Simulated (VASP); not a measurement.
# Ag (Fm-3m) in VASP: a series of runs

Runs on Ag. Level: PBE. Tasks: electric field gradients.

All numbers are computed with VASP 6.6.1; they aren't measurements. Logs are shortened: lines on timing, memory, paths and dates and some standing lists are left out, and cuts for length are marked.

### 1 The cell of the first run

The structure is cubic, space group Fm-3m (No. 225). Conventional cell: a = 4.073 Å, b = 4.073 Å, c = 4.073 Å, α = 90.00°, β = 90.00°, γ = 90.00°. Ag (site symmetry m-3m) has 12 Ag at 2.88 Å within 3.8 Å.

### 2 Electric field gradients, PBE (volume scaled by 0.99)

The input, INCAR:

```
SYSTEM = Ag
  PREC = Accurate
  ENCUT = 520
  EDIFF = 1E-8
  ISMEAR = -1
  SIGMA = 0.05
  LREAL = .False.
  LASPH = .True.
  NELM = 100
  ALGO = Normal
  ISIF = 2
  LWAVE = .False.
  LCHARG = .False.
  GGA = PE
  LEFG = .True.
  NBANDS = 12
```

The input, KPOINTS:

```
Automatic mesh
0
Gamma
  15 15 15
  0 0 0
```

The input, POSCAR:

```
Ag
1.0
    0.0000000000      2.0362668386      2.0362668386
    2.0362668386      0.0000000000      2.0362668386
    2.0362668386      2.0362668386      0.0000000000
Ag
1
Direct
    0.0000000000      0.0000000000      0.0000000000
```

Potentials or basis: VASP PAW PBE potentials, release 64 (Ag).

Started as:

```console
> cat potpaw_PBE.64/Ag/POTCAR > POTCAR
> mpirun -np 1 vasp_std > vasp.out
```

OUTCAR:

```text
SYSTEM = Ag
   PREC = Accurate
   ENCUT = 520
   EDIFF = 1E-8
   ISMEAR = -1
   LREAL = .False.
   LASPH = .True.
   NELM = 100
   ISIF = 2
   GGA = PE

 ion  position               nearest neighbor table
   1  0.000  0.000  0.000-

  LATTYP: Found a face centered cubic cell.
 ALAT       =     4.0725336772

  Lattice vectors:

 A1 = (   0.0000000000,   2.0362668386,   2.0362668386)
 A2 = (   2.0362668386,   0.0000000000,   2.0362668386)
 A3 = (   2.0362668386,   2.0362668386,   0.0000000000)

Analysis of symmetry for initial positions (statically):
=====================================================================
 Subroutine PRICEL returns:
 Original cell was already a primitive cell.

 Routine SETGRP: Setting up the symmetry group for a
 face centered cubic supercell.

 Subroutine GETGRP returns: Found 48 space group operations
 (whereof 48 operations were pure point group operations)
 out of a pool of 48 trial point group operations.

The static configuration has the point symmetry O_h .

Analysis of symmetry for dynamics (positions and initial velocities):
=====================================================================
 Subroutine PRICEL returns:
 Original cell was already a primitive cell.

 Routine SETGRP: Setting up the symmetry group for a
 face centered cubic supercell.

 Subroutine GETGRP returns: Found 48 space group operations
 (whereof 48 operations were pure point group operations)
 out of a pool of 48 trial point group operations.

The dynamic configuration has the point symmetry O_h .

 Subroutine INISYM returns: Found 48 space group operations
 (whereof 48 operations are pure point group operations),
 and found     1 'primitive' translations

----------------------------------------------------------------------------------------

                                     Primitive cell

  volume of cell :      16.8863

  direct lattice vectors                    reciprocal lattice vectors
     0.000000000  2.036266839  2.036266839    -0.245547386  0.245547386  0.245547386
     2.036266839  0.000000000  2.036266839     0.245547386 -0.245547386  0.245547386
     2.036266839  2.036266839  0.000000000     0.245547386  0.245547386 -0.245547386

  length of vectors
[... 121 lines left out ...]
  ---------------------------------------------------
  ext. energy  EPLUGINS =         0.00000000
  ---------------------------------------------------
  free energy    TOTEN  =        -2.69960864 eV

  energy without entropy =       -2.69614426  energy(sigma->0) =       -2.69787645

 E-fermi :   8.7159     XC(G=0): -12.2686

 val. band max:        8.7157179150   @ k =  -0.3333   0.2000   0.0000
 cond. band min:       8.7433372575   @ k =  -0.4000   0.1333   0.0000
 fundamental gap:      0.0276193425
 Fermi energy:         8.7158783339

 k-point     1 :       0.0000    0.0000    0.0000
  band No.  band energies     occupation
      1       0.7258      2.00000
      2       3.7188      2.00000
      3       3.7188      2.00000
      4       3.7188      2.00000
      5       4.7701      2.00000
      6       4.7701      2.00000
      7      24.6105      0.00000
      8      28.2464      0.00000
      9      28.2464      0.00000
     10      28.2464      0.00000
     11      33.0778      0.00000
     12      34.2807      0.00000
[... 331 lines left out ...]
 k-point    24 :       0.2000    0.1333    0.0000
  band No.  band energies     occupation
      1       1.8687      2.00000
      2       3.3182      2.00000
      3       4.0825      2.00000
      4       4.1173      2.00000
      5       4.5209      2.00000
      6       4.9631      2.00000
      7      23.7481      0.00000
      8      25.2990      0.00000
      9      25.7566      0.00000
     10      27.2213      0.00000
     11      30.9241      0.00000
     12      33.9604      0.00000

 [... further k-points ...]
[... 5 lines left out ...]
  --------------------------------------------------------------------------------------
  -------------------------------------------------------------------------------------
  Total        0.5893528      0.5893528      0.5893528      0.0000000     -0.0000000      0.0000000
  in kB       55.9180321     55.9180321     55.9180321      0.0000000     -0.0000000      0.0000000
  external PRESSURE =      55.9180321 kB  Pullay stress =       0.0000000 kB

 VOLUME and BASIS-vectors are now :
 -----------------------------------------------------------------------------
  energy-cutoff  :      520.00
  volume of cell :       16.89
      direct lattice vectors                 reciprocal lattice vectors
     0.000000000  2.036266839  2.036266839    -0.245547386  0.245547386  0.245547386
     2.036266839  0.000000000  2.036266839     0.245547386 -0.245547386  0.245547386
     2.036266839  2.036266839  0.000000000     0.245547386  0.245547386 -0.245547386

 POSITION                                       TOTAL-FORCE (eV/Angst)
 -----------------------------------------------------------------------------------
      0.00000      0.00000      0.00000         0.000000      0.000000      0.000000
 -----------------------------------------------------------------------------------
    total drift:                               -0.000000      0.000000      0.000000

  FREE ENERGIE OF THE ION-ELECTRON SYSTEM (eV)
  ---------------------------------------------------
  free  energy   TOTEN  =        -2.6996086376 eV

  energy  without entropy=       -2.6961442567  energy(sigma->0) =       -2.69787645

 Electric field gradients (V/A^2)
---------------------------------------------------------------------
 ion       V_xx      V_yy      V_zz      V_xy      V_xz      V_yz
---------------------------------------------------------------------
   1      -0.000    -0.000    -0.000     0.001     0.001     0.001
---------------------------------------------------------------------

 Electric field gradients after diagonalization (V/A^2)
 (convention: |V_zz| > |V_xx| > |V_yy|)
----------------------------------------------------------------------
 ion       V_xx      V_yy      V_zz     asymmetry (V_yy - V_xx)/ V_zz
----------------------------------------------------------------------
   1      -0.001    -0.001     0.001       0.000
----------------------------------------------------------------------

           NMR quadrupolar parameters

 Cq : quadrupolar parameter    Cq=e*Q*V_zz/h
 eta: asymmetry parameters     (V_yy - V_xx)/ V_zz
 Q  : nuclear electric quadrupole moment in mb (millibarn)
----------------------------------------------------------------------
 ion       Cq(MHz)       eta       Q (mb)
----------------------------------------------------------------------
   1       0.000       0.000       1.000
----------------------------------------------------------------------
```

Wall time 7.5 s (1 thread of Intel Xeon 6975P-C (Granite Rapids), shared host); peak memory 0.15 GiB.

What came out:

```
Free energy : -2.6996 eV
Pressure    : 5.6 GPa
```

Caveat: without QUAD_EFG the Cq values of the log hold for a quadrupole moment of 1 mb, not for the nuclei.

### 3 Electric field gradients, PBE (volume scaled by 0.98)

The input, INCAR:

```
PREC     = Accurate       # precision mode
ENCUT    = 520            # plane-wave cutoff, eV
EDIFF    = 1E-8           # SCF threshold, eV
ISMEAR   = -1             # smearing method
SIGMA    = 0.05           # smearing width, eV
LREAL    = F              # projectors in reciprocal space
LASPH    = T              # aspherical terms in the spheres
NELM     = 100            # most SCF steps
ALGO     = Normal         # electronic algorithm
ISIF     = 2              # what is computed and relaxed
LWAVE    = F              # write WAVECAR
LCHARG   = F              # write CHGCAR
GGA      = PE             # functional
LEFG     = T            
NBANDS   = 12             # bands
```

The input, KPOINTS:

```
Automatic mesh
0
Gamma
  15 15 15
```

The input, POSCAR:

```
Ag
1.0
    0.0000000000      2.0293875063      2.0293875063
    2.0293875063      0.0000000000      2.0293875063
    2.0293875063      2.0293875063      0.0000000000
Ag
1
Direct
    0.0000000000      0.0000000000      0.0000000000
```

Potentials or basis: VASP PAW PBE potentials, release 64 (Ag).

Started as:

```console
> cat potpaw_PBE.64/Ag/POTCAR > POTCAR
> mpirun -np 1 vasp_std > vasp.out
```

OUTCAR:

```text
PREC = Accurate
   ENCUT = 520
   EDIFF = 1E-8
   ISMEAR = -1
   LREAL = F
   LASPH = T
   NELM = 100
   ISIF = 2
   GGA = PE

 ion  position               nearest neighbor table
   1  0.000  0.000  0.000-

  LATTYP: Found a face centered cubic cell.
 ALAT       =     4.0587750126

  Lattice vectors:

 A1 = (   0.0000000000,   2.0293875063,   2.0293875063)
 A2 = (   2.0293875063,   0.0000000000,   2.0293875063)
 A3 = (   2.0293875063,   2.0293875063,   0.0000000000)

Analysis of symmetry for initial positions (statically):
=====================================================================
 Subroutine PRICEL returns:
 Original cell was already a primitive cell.

 Routine SETGRP: Setting up the symmetry group for a
 face centered cubic supercell.

 Subroutine GETGRP returns: Found 48 space group operations
 (whereof 48 operations were pure point group operations)
 out of a pool of 48 trial point group operations.

The static configuration has the point symmetry O_h .

Analysis of symmetry for dynamics (positions and initial velocities):
=====================================================================
 Subroutine PRICEL returns:
 Original cell was already a primitive cell.

 Routine SETGRP: Setting up the symmetry group for a
 face centered cubic supercell.

 Subroutine GETGRP returns: Found 48 space group operations
 (whereof 48 operations were pure point group operations)
 out of a pool of 48 trial point group operations.

The dynamic configuration has the point symmetry O_h .

 Subroutine INISYM returns: Found 48 space group operations
 (whereof 48 operations are pure point group operations),
 and found     1 'primitive' translations

----------------------------------------------------------------------------------------

                                     Primitive cell

  volume of cell :      16.7157

  direct lattice vectors                    reciprocal lattice vectors
     0.000000000  2.029387506  2.029387506    -0.246379757  0.246379757  0.246379757
     2.029387506  0.000000000  2.029387506     0.246379757 -0.246379757  0.246379757
     2.029387506  2.029387506  0.000000000     0.246379757  0.246379757 -0.246379757

  length of vectors
     2.869987335  2.869987335  2.869987335     0.426742257  0.426742257  0.426742257

  position of ions in fractional coordinates (direct lattice)
     0.000000000  0.000000000  0.000000000

  ion indices of the primitive-cell ions
   primitive index   ion index
                 1           1

----------------------------------------------------------------------------------------

 KPOINTS: Automatic mesh

Automatic generation of k-mesh.
 Grid dimensions read from file:
 generate k-points for:   15   15   15

 Generating k-lattice:

  Cartesian coordinates                     Fractional coordinates (reciprocal lattice)
[... 65 lines left out ...]
   NFREE  =      0    steps in history (QN), initial steepest desc. (CG)
   ISIF   =      2    stress and relaxation
   ISYM   =      2    0-nonsym 1-usesym 2-fastsym
   POTIM  = 0.5000    time-step for ionic-motion
   TEBEG  =    0.0;   TEEND  =   0.0 temperature during run
   PSTRESS=    0.0 pullay stress
   NELECT =      11.0000    total number of electrons
   NUPDOWN=      -1.0000    fix difference up-down
   EMIN   =  10.00;   EMAX   =-10.00  energy-range for DOS
   EFERMI =   0.00;   METHOD = LEGACY
   ISMEAR =    -1;   SIGMA  =   0.05  broadening in eV -4-tet -1-fermi 0-gaus
   EFERMI_NEDOS =   21; number of points for ismear=-14 and -15
   IALGO  =     38    algorithm
   IMIX   =      4    mixing-type and parameters
     AMIX     =   0.40;   BMIX     =  1.00
     AMIX_MAG =   1.60;   BMIX_MAG =  1.00
  volume/ion in A,a.u.               =      16.72       112.80
  Fermi-wavevector in a.u.,A,eV,Ry     =   1.423959  2.690892 27.587969  2.027659
  Thomas-Fermi vector in A             =   2.544501
   LORBIT       =      0    0 simple, 1 ext, 2 COOP (PROOUT), +10 PAW based schemes
   GGA     = PE    functional components
   LHFCALC =     F    Hartree Fock is set to
   AEXX    =    0.0000 exact exchange contribution
   IVDW    =     0    specifies the selected vdW correction
   LEPSILON=     F    determine dielectric tensor
   LRPA    =     F    only Hartree local field effects (RPA)
 non-spin polarized calculation
  energy-cutoff  :      520.00
  volume of cell :       16.72
 maximum number of plane-waves:       463
 NGX is ok and might be reduce to    24
   NGX = 11   NGY = 11   NGZ = 11

 number of electron      11.0000000 magnetization

 Free energy of the ion-electron system (eV)
  ---------------------------------------------------
  ext. energy  EPLUGINS =         0.00000000
  ---------------------------------------------------
  free energy    TOTEN  =        -2.69287990 eV

  energy without entropy =       -2.68944416  energy(sigma->0) =       -2.69116203

 E-fermi :   8.8649     XC(G=0): -12.3296

 val. band max:        8.8388278241   @ k =  -0.2667   0.2667   0.0000
 cond. band min:       8.8683147544   @ k =  -0.3333   0.2000   0.0000
 fundamental gap:      0.0294869304
 Fermi energy:         8.8648700885

 k-point     1 :       0.0000    0.0000    0.0000
  band No.  band energies     occupation
      1       0.7936      2.00000
      2       3.8244      2.00000
      3       3.8244      2.00000
      4       3.8244      2.00000
      5       4.8948      2.00000
      6       4.8948      2.00000
      7      24.7750      0.00000
      8      28.4712      0.00000
      9      28.4712      0.00000
     10      28.4712      0.00000
     11      33.3283      0.00000
     12      34.6003      0.00000
[... 331 lines left out ...]
 k-point    24 :       0.2000    0.1333    0.0000
  band No.  band energies     occupation
      1       1.9457      2.00000
      2       3.4161      2.00000
      3       4.1940      2.00000
      4       4.2296      2.00000
      5       4.6393      2.00000
      6       5.0911      2.00000
      7      23.9741      0.00000
      8      25.4990      0.00000
      9      26.0083      0.00000
     10      27.4484      0.00000
     11      31.2574      0.00000
     12      34.2239      0.00000

 [... further k-points ...]
[... 5 lines left out ...]
  --------------------------------------------------------------------------------------
  -------------------------------------------------------------------------------------
  Total        0.7164861      0.7164861      0.7164861     -0.0000000     -0.0000000      0.0000000
  in kB       68.6741645     68.6741645     68.6741645     -0.0000000     -0.0000000      0.0000000
  external PRESSURE =      68.6741645 kB  Pullay stress =       0.0000000 kB

 VOLUME and BASIS-vectors are now :
 -----------------------------------------------------------------------------
  energy-cutoff  :      520.00
  volume of cell :       16.72
      direct lattice vectors                 reciprocal lattice vectors
     0.000000000  2.029387506  2.029387506    -0.246379757  0.246379757  0.246379757
     2.029387506  0.000000000  2.029387506     0.246379757 -0.246379757  0.246379757
     2.029387506  2.029387506  0.000000000     0.246379757  0.246379757 -0.246379757

 POSITION                                       TOTAL-FORCE (eV/Angst)
 -----------------------------------------------------------------------------------
      0.00000      0.00000      0.00000         0.000000      0.000000      0.000000
 -----------------------------------------------------------------------------------
    total drift:                               -0.000000      0.000000      0.000000

  FREE ENERGIE OF THE ION-ELECTRON SYSTEM (eV)
  ---------------------------------------------------
  free  energy   TOTEN  =        -2.6928799042 eV

  energy  without entropy=       -2.6894441602  energy(sigma->0) =       -2.69116203

 Electric field gradients (V/A^2)
---------------------------------------------------------------------
 ion       V_xx      V_yy      V_zz      V_xy      V_xz      V_yz
---------------------------------------------------------------------
   1      -0.000    -0.000    -0.000     0.001     0.001     0.001
---------------------------------------------------------------------

 Electric field gradients after diagonalization (V/A^2)
 (convention: |V_zz| > |V_xx| > |V_yy|)
----------------------------------------------------------------------
 ion       V_xx      V_yy      V_zz     asymmetry (V_yy - V_xx)/ V_zz
----------------------------------------------------------------------
   1      -0.001    -0.001     0.001       0.000
----------------------------------------------------------------------

           NMR quadrupolar parameters

 Cq : quadrupolar parameter    Cq=e*Q*V_zz/h
 eta: asymmetry parameters     (V_yy - V_xx)/ V_zz
 Q  : nuclear electric quadrupole moment in mb (millibarn)
----------------------------------------------------------------------
 ion       Cq(MHz)       eta       Q (mb)
----------------------------------------------------------------------
   1       0.000       0.000       1.000
----------------------------------------------------------------------
```

It took 7.5 s on 1 thread of Intel Xeon 6975P-C (Granite Rapids), shared host; peak memory 0.15 GiB.

What came out:

```yaml
Free_energy: -2.6929 eV
Pressure: 6.9 GPa
```

Caveat: without QUAD_EFG the Cq values of the log hold for a quadrupole moment of 1 mb, not for the nuclei.

(Part 1 of 3 ends here.)
